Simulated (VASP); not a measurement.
Input of a VASP 6.6.1 run:

File INCAR:

```
  PREC = Accurate
  ENCUT = 520
  EDIFF = 1E-6
  ISMEAR = 0
  SIGMA = 0.15
  LREAL = False
  LASPH = True
  NELM = 80
  ALGO = Normal
  ISIF = 2
  LWAVE = False
  LCHARG = False
  GGA = CA
  NBANDS = 13
```

Contents of KPOINTS:

```
regular mesh
0
Gamma
  20 20 20
```

Contents of POSCAR:

```
O
1.0
    0.0000000000      1.6653423155      3.7899285231
    1.6545913183      0.0000000000      3.7899285231
    1.6545913183      1.6653423155      0.0000000000
O
2
Direct
    0.1002027111      0.1002027111      0.8997972889
    0.8997972889      0.8997972889      0.1002027111
```

Potentials or basis: VASP PAW LDA potentials, release 64 (O).

Launch:

```bash
$ cat potpaw_LDA.64/O/POTCAR > POTCAR
$ mpirun -np 1 vasp_std > vasp.out
```

Question: Predict the largest force.

Answer: 8.380 eV/Å.

Question: What does it give for the band gap on the k mesh?

Answer: Zero (bands 6 and 7 overlap by 2.90 eV).

Forces in eV/Å, atoms in the order of the input:
```
O    0.000  0.000 -8.380
O    0.000  0.000  8.380
```

Caveat: the cell differs from its parent crystal (atoms shifted along a free coordinate); forces of over 1 eV/Å act on the atoms, so gaps and moduli don't describe the material at rest.
